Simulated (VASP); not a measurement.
## PbO: single point with r2SCAN

PbO:

```
Pb O
1.0
     3.98756    0.00000    0.00000
     0.00000    3.98756    0.00000
     0.00000    0.00000    5.34560
Pb O
2 2
Direct
  0.50000 0.00000 0.22225
  0.00000 0.50000 0.77775
  0.00000 0.00000 0.00000
  0.50000 0.50000 0.00000
```

```yaml
Program: VASP 6.6.1
Task: single point
Functional: r2SCAN
Potentials_or_basis: VASP PAW PBE potentials, release 64 (Pb_d, O)
Cutoff: 520 eV
k_mesh: 6 × 6 × 4
Occupations: gaussian, width 0.05 eV
Spin: no spin polarisation
```

```json
{"Pressure": "0.4 GPa", "Largest force": "0.110 eV/Å", "Band gap on the k mesh": "1.85 eV (least direct gap 2.49 eV)"}
```

Forces in eV/Å, atoms in the order of the input:
```
Pb   0.000  0.000  0.110
Pb   0.000  0.000 -0.110
O    0.000  0.000  0.000
O    0.000  0.000  0.000
```

Stress tensor (GPa, compression positive):
```
0.48 0.00 0.00
0.00 0.48 0.00
0.00 0.00 0.32
```

Levels at points of the mesh, in eV from the valence-band top:
| k point | band 17 | band 18 | band 19 | band 20 | band 21 | band 22 | band 23 | band 24 |
| --- | --- | --- | --- | --- | --- | --- | --- | --- |
| (0.00, 0.00, 0.00) | -1.79 | -1.74 | -1.74 | 0.00 | 2.49 | 5.19 | 6.32 | 6.32 |
| (0.50, 0.00, 0.00) | -3.08 | -3.08 | -1.61 | -1.61 | 3.54 | 3.54 | 6.54 | 6.54 |
| (0.50, 0.50, 0.00) | -1.76 | -1.76 | -1.10 | -1.10 | 1.85 | 1.85 | 5.58 | 5.58 |
| (0.00, 0.00, 0.50) | -1.81 | -1.76 | -1.76 | -1.02 | 2.25 | 4.68 | 4.73 | 4.73 |
| (0.50, 0.00, 0.50) | -3.06 | -3.06 | -1.09 | -1.09 | 3.21 | 3.21 | 6.94 | 6.94 |
| (0.50, 0.50, 0.50) | -2.15 | -2.15 | -1.11 | -1.11 | 3.92 | 3.92 | 4.68 | 4.68 |

Run time: 3.4 min on 1 thread of Intel(R) Xeon(R) 6975P-C (Granite Rapids) (shared host), peak memory 0.22 GiB.

Caveat: the PAW data sets were made with another functional, which shifts forces and pressure a little; spin-orbit coupling is left out, which moves the levels of the heavy elements. A k mesh can miss the band edges.
